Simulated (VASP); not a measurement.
TiO2, 6 atoms in the cell. Symmetry: C2/c, No. 15, monoclinic system. Conventional cell: a = 5.412 Å, b = 5.413 Å, c = 5.472 Å, α = 90.00°, β = 118.77°, γ = 90.00°. Within 2.6 Å of Ti (site symmetry 2) lie 6 O at 1.93 to 2.00 Å. O (site symmetry 1) has 3 Ti at 1.93 to 2.00 Å and 2 O at 2.50 Å within 2.6 Å. 

- Program: VASP 6.6.1
- Task: single point
- Functional: PBEsol
- Potentials or basis: VASP PAW PBE potentials, release 64 (Ti_sv, O)
- Cutoff: 520 eV
- k mesh: 6 × 6 × 4
- Occupations: gaussian, width 0.01 eV
- Spin: no spin polarisation
- Dipole correction: no
- Further INCAR settings: ALGO = Normal; EDIFF = 1e-07; NBANDS = 33

Potentials or basis: VASP PAW PBE potentials, release 64 (Ti_sv, O).

The run is started by

```sh
$ cat potpaw_PBE.64/Ti_sv/POTCAR potpaw_PBE.64/O/POTCAR > POTCAR
$ mpirun -np 1 vasp_std > vasp.out
```

Hardware: 1 thread of Intel(R) Xeon(R) Platinum 8488C (Sapphire Rapids), with other jobs on the host.

Question: Estimate the wall time of this run.

Answer: Wall time 70 s on 1 thread of Intel(R) Xeon(R) Platinum 8488C (Sapphire Rapids), with other jobs on the host, peak memory 0.22 GiB. Counts: scf iterations 17, k points 47.
